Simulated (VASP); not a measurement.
# BiTe (Fm-3m) in VASP: further runs

The runs below take BiTe through vibrations by perturbation theory, elastic constants, with PBEsol, PBE.

All numbers are computed with VASP 6.6.1; they aren't measurements. Logs are shortened: lines on timing, memory, paths and dates and some standing lists are left out, and cuts for length are marked.

## (1) The cell of the first run

It takes space group Fm-3m (No. 225, cubic). The conventional cell has a = 6.470 Å, b = 6.470 Å, c = 6.470 Å, α = 90.00°, β = 90.00°, γ = 90.00°. Within 4.3 Å of Bi (site symmetry m-3m) lie 6 Te at 3.23 Å. Te (site symmetry m-3m) has 6 Bi at 3.23 Å within 4.3 Å.

## (2) Vibrations by perturbation theory, PBEsol

The input, INCAR:

```
SYSTEM = BiTe
PREC     = Accurate       ! precision mode
ENCUT    = 520            ! plane-wave cutoff, eV
EDIFF    = 1E-8           ! SCF threshold, eV
ISMEAR   = -1             ! smearing method
SIGMA    = 0.05           ! smearing width, eV
LREAL    = .FALSE.        ! projectors in reciprocal space
LASPH    = .TRUE.         ! aspherical terms in the spheres
NELM     = 60             ! most SCF steps
ALGO     = Normal         ! electronic algorithm
ISIF     = 2              ! what is computed and relaxed
LWAVE    = .FALSE.        ! write WAVECAR
LCHARG   = .TRUE.         ! write CHGCAR
GGA      = PS             ! functional
IBRION   = 8              ! ionic algorithm
NSW      = 1              ! ionic steps
```

The input, KPOINTS:

```
Automatic mesh
0
G
  5 5 5
  0 0 0
```

The input, POSCAR:

```
BiTe
1.0
    0.0000000000      3.2350000000      3.2350000000
    3.2350000000      0.0000000000      3.2350000000
    3.2350000000      3.2350000000      0.0000000000
Bi Te
1 1
Direct
    0.0000000000      0.0000000000      0.0000000000
    0.5000000000      0.5000000000      0.5000000000
```

Potentials or basis: VASP PAW PBE potentials, release 64 (Bi_d, Te).

On the command line:

```console
$ cat potpaw_PBE.64/Bi_d/POTCAR potpaw_PBE.64/Te/POTCAR > POTCAR
$ mpirun -np 1 vasp_std > vasp.out
```

OUTCAR:

```text
SYSTEM = BiTe
   PREC = Accurate
   ENCUT = 520
   EDIFF = 1E-8
   ISMEAR = -1
   LREAL = .FALSE.
   LASPH = .TRUE.
   NELM = 60
   ISIF = 2
   GGA = PS
   IBRION = 8
   NSW = 1

 ion  position               nearest neighbor table
   1  0.000  0.000  0.000-   2 3.23   2 3.23   2 3.23   2 3.23   2 3.23   2 3.23
   2  0.500  0.500  0.500-   1 3.23   1 3.23   1 3.23   1 3.23   1 3.23   1 3.23

  LATTYP: Found a face centered cubic cell.
 ALAT       =     6.4700000000

  Lattice vectors:

 A1 = (   0.0000000000,   3.2350000000,   3.2350000000)
 A2 = (   3.2350000000,   0.0000000000,   3.2350000000)
 A3 = (   3.2350000000,   3.2350000000,   0.0000000000)

Analysis of symmetry for initial positions (statically):
=====================================================================
 Subroutine PRICEL returns:
 Original cell was already a primitive cell.

 Routine SETGRP: Setting up the symmetry group for a
 face centered cubic supercell.

 Subroutine GETGRP returns: Found 48 space group operations
 (whereof 48 operations were pure point group operations)
 out of a pool of 48 trial point group operations.

The static configuration has the point symmetry O_h .

Analysis of symmetry for dynamics (positions and initial velocities):
=====================================================================
 Subroutine PRICEL returns:
 Original cell was already a primitive cell.

 Routine SETGRP: Setting up the symmetry group for a
 face centered cubic supercell.

 Subroutine GETGRP returns: Found 48 space group operations
 (whereof 48 operations were pure point group operations)
 out of a pool of 48 trial point group operations.

The dynamic configuration has the point symmetry O_h .

 Subroutine INISYM returns: Found 48 space group operations
 (whereof 48 operations are pure point group operations),
 and found     1 'primitive' translations

----------------------------------------------------------------------------------------

                                     Primitive cell

  volume of cell :      67.7100
[... 312 lines left out ...]
 -----------------------------------------------------------------------------
  energy-cutoff  :      520.00
  volume of cell :       67.71
      direct lattice vectors                 reciprocal lattice vectors
     0.000000000  3.235000000  3.235000000    -0.154559505  0.154559505  0.154559505
     3.235000000  0.000000000  3.235000000     0.154559505 -0.154559505  0.154559505
     3.235000000  3.235000000  0.000000000     0.154559505  0.154559505 -0.154559505

 POSITION                                       TOTAL-FORCE (eV/Angst)
 -----------------------------------------------------------------------------------
      0.00000      0.00000      0.00000        -0.000000     -0.000000     -0.000000
      3.23500      3.23500      3.23500         0.000000      0.000000      0.000000
 -----------------------------------------------------------------------------------
    total drift:                               -0.000000      0.000000      0.000000

  FREE ENERGIE OF THE ION-ELECTRON SYSTEM (eV)
  ---------------------------------------------------
  free  energy   TOTEN  =        -7.9832173155 eV

  energy  without entropy=       -7.9680280693  energy(sigma->0) =       -7.97562269

[... ionic steps 2 to 3 ...]

--------------------------------------- Ionic step        4  -------------------------------------------

------------------------ aborting loop because EDIFF is reached ----------------------------------------

[... ionic steps 5 to 6 ...]

--------------------------------------- Ionic step        7  -------------------------------------------

 Free energy of the ion-electron system (eV)
  ---------------------------------------------------
  ---------------------------------------------------
  free energy    TOTEN  =        -0.04635711 eV

  energy without entropy =       -0.04635711

------------------------ aborting loop because EDIFF is reached ----------------------------------------

 INTERNAL STRAIN TENSOR  FOR ION    2  DIRECTION 1   (eV/Angst):
 -----------------------------------------------------------------------------
     0.02067 -0.00000  0.00000
     0.00000 -0.00471  0.00000
     0.00000  0.00000 -0.00471

 INTERNAL STRAIN TENSOR FOR ION    2 for displacements in x,y,z  (eV/Angst):
          X           Y           Z          XY          YZ          ZX
  --------------------------------------------------------------------------------
  x     0.00000     0.00000     0.00000     0.00000     0.00000     0.00000
  y     0.00000     0.00000     0.00000     0.00000     0.00000     0.00000
  z     0.00000     0.00000     0.00000     0.00000     0.00000     0.00000

 SECOND DERIVATIVES (NOT SYMMETRIZED)
 ------------------------------------
               1X          1Y          1Z          2X          2Y          2Z
  1X    -3.261374    0.000000    0.000000    3.261374    0.000000    0.000000
  1Y     0.000000   -3.261374    0.000000    0.000000    3.261374    0.000000
  1Z     0.000000    0.000000   -3.261374    0.000000    0.000000    3.261374
  2X     3.258160    0.000000    0.000000   -3.258160    0.000000    0.000000
  2Y     0.000000    3.258160    0.000000    0.000000   -3.258160    0.000000
  2Z     0.000000    0.000000    3.258160    0.000000    0.000000   -3.258160

 Eigenvectors and eigenvalues of the dynamical matrix
 ----------------------------------------------------

   1 f  =    3.170915 THz    19.923447 2PiTHz  105.770340 cm-1    13.113845 meV
             X         Y         Z           dx          dy          dz
      0.000000  0.000000  0.000000     0.000000    0.000000   -0.615906
      3.235000  3.235000  3.235000     0.000000    0.000000    0.787820
[... 21 lines left out ...]
   6 f/i=    0.000758 THz     0.004765 2PiTHz    0.025299 cm-1     0.003137 meV
             X         Y         Z           dx          dy          dz
      0.000000  0.000000  0.000000     0.000000    0.000000    0.787820
      3.235000  3.235000  3.235000     0.000000    0.000000    0.615906

--------------------------------------------------------------------------------------------------------

 ELASTIC MODULI CONTR FROM IONIC RELAXATION (kBar)
 Direction    XX          YY          ZZ          XY          YZ          ZX
 --------------------------------------------------------------------------------
 XX           0.0000      0.0000      0.0000      0.0000      0.0000      0.0000
 YY           0.0000      0.0000      0.0000      0.0000      0.0000      0.0000
 ZZ           0.0000      0.0000      0.0000      0.0000      0.0000      0.0000
 XY           0.0000      0.0000      0.0000      0.0000      0.0000      0.0000
 YZ           0.0000      0.0000      0.0000      0.0000      0.0000      0.0000
 ZX           0.0000      0.0000      0.0000      0.0000      0.0000      0.0000
 --------------------------------------------------------------------------------
```

OSZICAR:

```text
N       E                     dE             d eps       ncg     rms          rms(c)
DAV:   1     0.157861038340E+03    0.15786E+03   -0.10069E+04   280   0.143E+03
DAV:   2     0.302944204918E+01   -0.15483E+03   -0.15287E+03   310   0.367E+02
DAV:   3    -0.773848608689E+01   -0.10768E+02   -0.10570E+02   364   0.103E+02
[... 42 lines left out ...]
RMM:   7    -0.463578303466E-01    0.19923E-05   -0.10212E-07   904   0.107E-03    0.217E-04
RMM:   8    -0.463570773356E-01    0.75301E-06    0.45860E-07   903   0.538E-04    0.155E-04
RMM:   9    -0.463571016900E-01   -0.24354E-07   -0.48116E-07   979   0.142E-04    0.642E-05
RMM:  10    -0.463570944796E-01    0.72104E-08   -0.12606E-07   950   0.418E-05    0.101E-05
RMM:  11    -0.463571024092E-01   -0.79295E-08   -0.13618E-07   959   0.141E-05    0.267E-06
RMM:  12    -0.463571059005E-01   -0.34913E-08    0.64698E-10   716   0.465E-06    0.888E-07
 Linear response finished
```

stdout:

```text
POSCAR found type information on POSCAR BiTe
 POSCAR found :  2 types and       2 ions
 scaLAPACK will be used
 -----------------------------------------------------------------------------
|                                                                             |
|                                                                             |
|     You enforced a specific xc type in the INCAR file but a different       |
|     I HOPE YOU KNOW WHAT YOU ARE DOING!                                     |
|                                                                             |
 -----------------------------------------------------------------------------

 LDA part: xc-table for (Slater+PW92), standard interpolation
 POSCAR, INCAR and KPOINTS ok, starting setup
 FFT: planning ... GRIDC
 FFT: planning ... GRID_SOFT
 FFT: planning ... GRID
 WAVECAR not read
 entering main loop
 Linear response reoptimize wavefunctions to high precision
 Linear response DOF=           2
 Linear response progress:
 first order change of Fermi-energy   0.31695E-03
 force on displaced ion       1 direction 1 :  -3.261   0.000   0.000
 Linear response progress:
 first order change of Fermi-energy  -0.34385E-03
 force on displaced ion       2 direction 1 :  -3.258   0.000   0.000
 Linear response finished
```

Run time: 3.4 min. Hardware: 1 thread of Intel Xeon 8259CL, shared host; peak memory 0.26 GiB.

Results:

```yaml
Highest_phonon_frequency_at_Γ_LO-TO_splitting_left_out: 106 cm⁻¹
```

Phonon frequencies in cm⁻¹ (negative: imaginary):
```tsv
q point	frequencies
(0.000, 0.000, 0.000)	0 0 0 106 106 106
```

Caveat: the cell stands under pressure or tension, which shifts response properties; the PAW data sets were made with another functional, which shifts forces and pressure a little; spin-orbit coupling is left out, which moves the levels of the heavy elements.

## (3) Elastic constants, PBE

The input, INCAR:

```
SYSTEM = BiTe
  PREC = Accurate
  ENCUT = 600
  EDIFF = 1E-8
  ISMEAR = -1
  SIGMA = 0.05
  LREAL = .False.
  LASPH = .True.
  NELM = 100
  ALGO = Normal
  ISIF = 3
  LWAVE = .False.
  LCHARG = .True.
  GGA = PE
  IBRION = 6
  NFREE = 2
  POTIM = 0.015
  NSW = 1
```

The input, KPOINTS:

```
regular mesh
0
Gamma
  5 5 5
  0 0 0
```

POSCAR is that of step 2.

Potentials or basis: VASP PAW PBE potentials, release 64 (Bi_d, Te).

On the command line:

```console
$ cat potpaw_PBE.64/Bi_d/POTCAR potpaw_PBE.64/Te/POTCAR > POTCAR
$ mpirun -np 1 vasp_std > vasp.out
```

It took 17 min on 1 thread of Intel Xeon 8259CL, shared host; peak memory 0.29 GiB.

The run converged. Its results:

```yaml
Elastic_constants_C11_C12_C44: 99, 27, 4 GPa
Voigt_bulk_modulus: 51 GPa
Highest_phonon_frequency_at_Γ_LO-TO_splitting_left_out: 108 cm⁻¹
```

Phonon frequencies in cm⁻¹ (negative: imaginary):
| q point | frequencies |
| --- | --- |
| (0.000, 0.000, 0.000) | 0 0 0 108 108 108 |

Elastic tensor in Voigt notation (GPa, in the Cartesian axes of the cell as first typed):
```
99 27 27  0  0  0
27 99 27  0  0  0
27 27 99  0  0  0
 0  0  0  4  0  0
 0  0  0  0  4  0
 0  0  0  0  0  4
```

Clamped-ion elastic tensor (GPa):
```
99 27 27  0  0  0
27 99 27  0  0  0
27 27 99  0  0  0
 0  0  0  4  0  0
 0  0  0  0  4  0
 0  0  0  0  0  4
```

Caveat: spin-orbit coupling is left out, which moves the levels of the heavy elements.

## (4) Elastic constants, PBEsol

The input, INCAR:

```
PREC = Accurate
ENCUT = 600
EDIFF = 1E-8
ISMEAR = -1
SIGMA = 0.05
LREAL = False
LASPH = True
NELM = 100
ALGO = Normal
ISIF = 3
LWAVE = False
LCHARG = True
GGA = PS
NBANDS = 18
IBRION = 6
NFREE = 2
POTIM = 0.015
NSW = 1
```

The input, KPOINTS:

```
Automatic mesh
0
Gamma
  5 5 5
```

POSCAR is that of step 3.

On the command line:

```console
$ cat potpaw_PBE.64/Bi_d/POTCAR potpaw_PBE.64/Te/POTCAR > POTCAR
$ mpirun -np 1 vasp_std > vasp.out
```

Run time: 16 min. Hardware: 1 thread of Intel Xeon 8259CL, shared host; peak memory 0.32 GiB.

Results (log left out):

- Elastic constants C11, C12, C44: 92, 27, 4 GPa
- Voigt bulk modulus: 49 GPa
- Highest phonon frequency at Γ, LO-TO splitting left out: 106 cm⁻¹

Phonon frequencies in cm⁻¹ (negative: imaginary):
```tsv
q point	frequencies
(0.000, 0.000, 0.000)	0 0 0 106 106 106
```

Elastic tensor in Voigt notation (GPa, in the Cartesian axes of the cell as first typed):
```
92 27 27  0  0  0
27 92 27  0  0  0
27 27 92  0  0  0
 0  0  0  4  0  0
 0  0  0  0  4  0
 0  0  0  0  0  4
```

Clamped-ion elastic tensor (GPa):
```
92 27 27  0  0  0
27 92 27  0  0  0
27 27 92  0  0  0
 0  0  0  4  0  0
 0  0  0  0  4  0
 0  0  0  0  0  4
```

Caveat: the cell is under stress, which shifts elastic constants; the PAW data sets were made with another functional, which shifts forces and pressure a little; spin-orbit coupling is left out, which moves the levels of the heavy elements.
